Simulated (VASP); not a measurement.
# AlOs (Pm-3m) in VASP: single point with LDA

Aim: the single point of AlOs with LDA.

All numbers are computed with VASP 6.6.1; they aren't measurements. Logs are shortened: lines on timing, memory, paths and dates and some standing lists are left out, and cuts for length are marked.

**1. The cell of the first run**

It takes space group Pm-3m (No. 221, cubic). The conventional cell has a = 2.973 Å, b = 2.973 Å, c = 2.973 Å, α = 90.00°, β = 90.00°, γ = 90.00°. Al (site symmetry m-3m) has 8 Os at 2.57 Å and 6 Al at 2.97 Å within 3.4 Å. Within 3.4 Å of Os (site symmetry m-3m) lie 8 Al at 2.57 Å and 6 Os at 2.97 Å.

**2. Single point, LDA**

The input, INCAR:

```
SYSTEM = AlOs
PREC = Accurate
ENCUT = 520
EDIFF = 1E-6
ISMEAR = -1
SIGMA = 0.1
LREAL = .FALSE.
LASPH = .TRUE.
NELM = 100
ALGO = Normal
ISIF = 2
LWAVE = .FALSE.
LCHARG = .FALSE.
NBANDS = 12
```

The input, KPOINTS:

```
regular mesh
0
G
  12 12 12
  0 0 0
```

The input, POSCAR:

```
AlOs
1.0
    2.9730235371      0.0000000000      0.0000000000
    0.0000000000      2.9730235371      0.0000000000
    0.0000000000      0.0000000000      2.9730235371
Al Os
1 1
Direct
    0.0000000000      0.0000000000      0.0000000000
    0.5000000000      0.5000000000      0.5000000000
```

Potentials or basis: VASP PAW LDA potentials, release 64 (Al, Os).

Started as:

```bash
$ cat potpaw_LDA.64/Al/POTCAR potpaw_LDA.64/Os/POTCAR > POTCAR
$ mpirun -np 1 vasp_std > vasp.out
```

OUTCAR:

```text
SYSTEM = AlOs
   PREC = Accurate
   ENCUT = 520
   EDIFF = 1E-6
   ISMEAR = -1
   LREAL = .FALSE.
   LASPH = .TRUE.
   NELM = 100
   ISIF = 2

 ion  position               nearest neighbor table
   1  0.000  0.000  0.000-   2 2.57   2 2.57   2 2.57   2 2.57   2 2.57   2 2.57   2 2.57   2 2.57

   2  0.500  0.500  0.500-   1 2.57   1 2.57   1 2.57   1 2.57   1 2.57   1 2.57   1 2.57   1 2.57

  LATTYP: Found a simple cubic cell.
 ALAT       =     2.9730235371

  Lattice vectors:

 A1 = (   2.9730235371,   0.0000000000,   0.0000000000)
 A2 = (   0.0000000000,   2.9730235371,   0.0000000000)
 A3 = (   0.0000000000,   0.0000000000,   2.9730235371)

Analysis of symmetry for initial positions (statically):
=====================================================================
 Subroutine PRICEL returns:
 Original cell was already a primitive cell.

 Routine SETGRP: Setting up the symmetry group for a
 simple cubic supercell.

 Subroutine GETGRP returns: Found 48 space group operations
 (whereof 48 operations were pure point group operations)
 out of a pool of 48 trial point group operations.

The static configuration has the point symmetry O_h .

Analysis of symmetry for dynamics (positions and initial velocities):
=====================================================================
 Subroutine PRICEL returns:
 Original cell was already a primitive cell.

 Routine SETGRP: Setting up the symmetry group for a
 simple cubic supercell.

 Subroutine GETGRP returns: Found 48 space group operations
 (whereof 48 operations were pure point group operations)
 out of a pool of 48 trial point group operations.

The dynamic configuration has the point symmetry O_h .

 Subroutine INISYM returns: Found 48 space group operations
 (whereof 48 operations are pure point group operations),
 and found     1 'primitive' translations

----------------------------------------------------------------------------------------

                                     Primitive cell

  volume of cell :      26.2782

  direct lattice vectors                    reciprocal lattice vectors
     2.973023537  0.000000000  0.000000000     0.336357916  0.000000000  0.000000000
     0.000000000  2.973023537  0.000000000     0.000000000  0.336357916  0.000000000
     0.000000000  0.000000000  2.973023537     0.000000000  0.000000000  0.336357916

  length of vectors
     2.973023537  2.973023537  2.973023537     0.336357916  0.336357916  0.336357916

  position of ions in fractional coordinates (direct lattice)
     0.000000000  0.000000000  0.000000000
     0.500000000  0.500000000  0.500000000

  ion indices of the primitive-cell ions
   primitive index   ion index
                 1           1
                 2           2

----------------------------------------------------------------------------------------

 KPOINTS: regular mesh

Automatic generation of k-mesh.
 Grid dimensions read from file:
 generate k-points for:   12   12   12

 Generating k-lattice:

  Cartesian coordinates                     Fractional coordinates (reciprocal lattice)
     0.028029826  0.000000000  0.000000000     0.083333333  0.000000000  0.000000000
     0.000000000  0.028029826  0.000000000     0.000000000  0.083333333  0.000000000
     0.000000000  0.000000000  0.028029826     0.000000000  0.000000000  0.083333333

  Length of vectors
     0.028029826  0.028029826  0.028029826

  Shift w.r.t. Gamma in fractional coordinates (k-lattice)
     0.000000000  0.000000000  0.000000000

 Subroutine IBZKPT returns following result:
 ===========================================

 Found     84 irreducible k-points:

 Following reciprocal coordinates:
            Coordinates               Weight
  0.000000  0.000000  0.000000      1.000000
  0.083333  0.000000  0.000000      6.000000
  0.166667  0.000000  0.000000      6.000000
  0.250000  0.000000  0.000000      6.000000
  0.333333  0.000000  0.000000      6.000000
  0.416667  0.000000  0.000000      6.000000
[... 16 lines left out ...]
  0.333333  0.333333  0.000000     12.000000
  0.416667  0.333333  0.000000     24.000000
 [... further k-points ...]
   k-points           NKPTS =     84   k-points in BZ     NKDIM =     84   number of bands    NBANDS=     12
   number of dos      NEDOS =    301   number of ions     NIONS =      2
   total plane-waves  NPLWV =  13824
   dimension x,y,z NGX =    24 NGY =   24 NGZ =   24
   dimension x,y,z NGXF=    48 NGYF=   48 NGZF=   48
   ions per type =               1   1
   NGX,Y,Z   is equivalent  to a cutoff of  13.42, 13.42, 13.42 a.u.
   NGXF,Y,Z  is equivalent  to a cutoff of  26.84, 26.84, 26.84 a.u.
 SYSTEM =  AlOs
   PREC   = accura    normal or accurate (medium, high low for compatibility)
   ISTART =      0    job   : 0-new  1-cont  2-samecut
   ICHARG =      2    charge: 1-file 2-atom 10-const
   ISPIN  =      1    spin polarized calculation?
   LNONCOLLINEAR =      F non collinear calculations
   LSORBIT =      F    spin-orbit coupling
   LASPH  =      T    aspherical Exc in radial PAW
   ENCUT  =  520.0 eV  38.22 Ry    6.18 a.u.   5.53  5.53  5.53*2*pi/ulx,y,z
   NELM   =    100;   NELMIN=  2; NELMDL= -5     # of ELM steps
   EDIFF  = 0.1E-05   stopping-criterion for ELM
   LREAL  =      F    real-space projection
   EDIFFG = 0.1E-04   stopping-criterion for IOM
   NSW    =      0    number of steps for IOM
   IBRION =     -1    ionic relax: 0-MD 1-quasi-New 2-CG
   NFREE  =      0    steps in history (QN), initial steepest desc. (CG)
   ISIF   =      2    stress and relaxation
   ISYM   =      2    0-nonsym 1-usesym 2-fastsym
   POTIM  = 0.5000    time-step for ionic-motion
   TEBEG  =    0.0;   TEEND  =   0.0 temperature during run
   PSTRESS=    0.0 pullay stress
   NELECT =      11.0000    total number of electrons
   NUPDOWN=      -1.0000    fix difference up-down
   EMIN   =  10.00;   EMAX   =-10.00  energy-range for DOS
   EFERMI =   0.00;   METHOD = LEGACY
   ISMEAR =    -1;   SIGMA  =   0.10  broadening in eV -4-tet -1-fermi 0-gaus
   EFERMI_NEDOS =   21; number of points for ismear=-14 and -15
   IALGO  =     38    algorithm
   IMIX   =      4    mixing-type and parameters
     AMIX     =   0.40;   BMIX     =  1.00
     AMIX_MAG =   1.60;   BMIX_MAG =  1.00
  volume/ion in A,a.u.               =      13.14        88.67
  Fermi-wavevector in a.u.,A,eV,Ry     =   1.224637  2.314228 20.405144  1.499736
  Thomas-Fermi vector in A             =   2.359704
   LORBIT       =      0    0 simple, 1 ext, 2 COOP (PROOUT), +10 PAW based schemes
   GGA     = CA    functional components
   LHFCALC =     F    Hartree Fock is set to
   AEXX    =    0.0000 exact exchange contribution
   IVDW    =     0    specifies the selected vdW correction
   LEPSILON=     F    determine dielectric tensor
   LRPA    =     F    only Hartree local field effects (RPA)
 non-spin polarized calculation
  energy-cutoff  :      520.00
  volume of cell :       26.28
 maximum number of plane-waves:       739
 NGX is ok and might be reduce to    24
   NGX = 11   NGY = 11   NGZ = 11

 number of electron      11.0000002 magnetization

 Free energy of the ion-electron system (eV)
  ---------------------------------------------------
  ext. energy  EPLUGINS =         0.00000000
  ---------------------------------------------------
  free energy    TOTEN  =       -17.69208629 eV

  energy without entropy =      -17.65393828  energy(sigma->0) =      -17.67301228

 E-fermi :   9.2082     XC(G=0): -12.9042

 val. band max:        9.1918514800   @ k =   0.4167   0.4167   0.1667
 cond. band min:       9.2166847393   @ k =   0.5000   0.4167   0.1667
 fundamental gap:      0.0248332593
 Fermi energy:         9.2082333127

 k-point     1 :       0.0000    0.0000    0.0000
  band No.  band energies     occupation
      1      -1.8738      2.00000
      2       4.8509      2.00000
      3       4.8509      2.00000
      4       9.6059      0.03679
      5       9.6059      0.03679
      6       9.6060      0.03679
      7      14.8945      0.00000
      8      14.8945      0.00000
      9      14.8945      0.00000
     10      20.9097      0.00000
     11      20.9097      0.00000
     12      22.7370      0.00000

 k-point     2 :       0.0833    0.0000    0.0000
  band No.  band energies     occupation
      1      -1.7280      2.00000
      2       4.9040      2.00000
      3       4.9111      2.00000
      4       9.3697      0.33191
      5       9.3697      0.33190
      6       9.6287      0.02942
      7      14.2886      0.00000
      8      15.2248      0.00000
      9      15.2248      0.00000
     10      20.4581      0.00000
     11      21.2743      0.00000
     12      23.2909      0.00000

 k-point     3 :       0.1667    0.0000    0.0000
  band No.  band energies     occupation
      1      -1.3016      2.00000
      2       5.0294      2.00000
      3       5.0542      2.00000
      4       8.8241      1.95798
      5       8.8241      1.95797
      6       9.6916      0.01579
      7      13.1028      0.00000
      8      16.0518      0.00000
      9      16.0518      0.00000
     10      19.4135      0.00000
     11      21.6907      0.00000
     12      25.0152      0.00000
[... 286 lines left out ...]
 k-point    23 :       0.3333    0.3333    0.0000
  band No.  band energies     occupation
      1       1.8782      2.00000
      2       4.3220      2.00000
      3       6.5370      2.00000
      4       7.1380      2.00000
      5       8.0053      1.99999
      6       8.2258      1.99989
      7      12.1797      0.00000
      8      14.3445      0.00000
      9      17.9402      0.00000
     10      20.3840      0.00000
     11      21.8515      0.00000
     12      24.0160      0.00000

 k-point    24 :       0.4167    0.3333    0.0000
  band No.  band energies     occupation
      1       2.3801      2.00000
      2       4.1038      2.00000
      3       6.8075      2.00000
      4       7.2342      2.00000
      5       7.7834      2.00000
      6       8.2268      1.99989
      7      11.8346      0.00000
      8      14.5038      0.00000
      9      17.4410      0.00000
     10      20.2601      0.00000
     11      21.4114      0.00000
     12      24.7324      0.00000

 [... further k-points ...]
[... 5 lines left out ...]
  --------------------------------------------------------------------------------------
  -------------------------------------------------------------------------------------
  Total        0.1432171      0.1432171      0.1432171     -0.0000000     -0.0000000      0.0000000
  in kB        8.7319359      8.7319359      8.7319359     -0.0000000     -0.0000000      0.0000000
  external PRESSURE =       8.7319359 kB  Pullay stress =       0.0000000 kB

 VOLUME and BASIS-vectors are now :
 -----------------------------------------------------------------------------
  energy-cutoff  :      520.00
  volume of cell :       26.28
      direct lattice vectors                 reciprocal lattice vectors
     2.973023537  0.000000000  0.000000000     0.336357916  0.000000000  0.000000000
     0.000000000  2.973023537  0.000000000     0.000000000  0.336357916  0.000000000
     0.000000000  0.000000000  2.973023537     0.000000000  0.000000000  0.336357916

 POSITION                                       TOTAL-FORCE (eV/Angst)
 -----------------------------------------------------------------------------------
      0.00000      0.00000      0.00000         0.000000      0.000000      0.000000
      1.48651      1.48651      1.48651         0.000000      0.000000      0.000000
 -----------------------------------------------------------------------------------
    total drift:                                0.000000     -0.000000     -0.000000

  FREE ENERGIE OF THE ION-ELECTRON SYSTEM (eV)
  ---------------------------------------------------
  free  energy   TOTEN  =       -17.6920862901 eV

  energy  without entropy=      -17.6539382798  energy(sigma->0) =      -17.67301228
```

It took 25 s on 1 thread of AMD EPYC 7R13, shared host; peak memory 0.12 GiB.

What came out:

| Quantity | Value |
| --- | --- |
| Free energy | -17.6921 eV |
| Pressure | 0.9 GPa |

Levels at points of the mesh, in eV from the Fermi level:
```
           k point  band 3  band 4  band 5  band 6  band 7  band 8  band 9  band 10
(0.00, 0.00, 0.00)   -4.36    0.40    0.40    0.40    5.69    5.69    5.69    11.70
(0.50, 0.00, 0.00)   -3.44   -1.93   -1.93    0.75    2.65    7.08   10.66    10.66
(0.50, 0.50, 0.00)   -1.85   -1.85   -1.38   -1.38    2.21    4.58    7.51    10.29
(0.50, 0.50, 0.50)   -5.40    2.26    2.34    2.34    3.61    3.61    3.61     8.94
```

Caveat: spin-orbit coupling is left out, which moves the levels of the heavy elements.
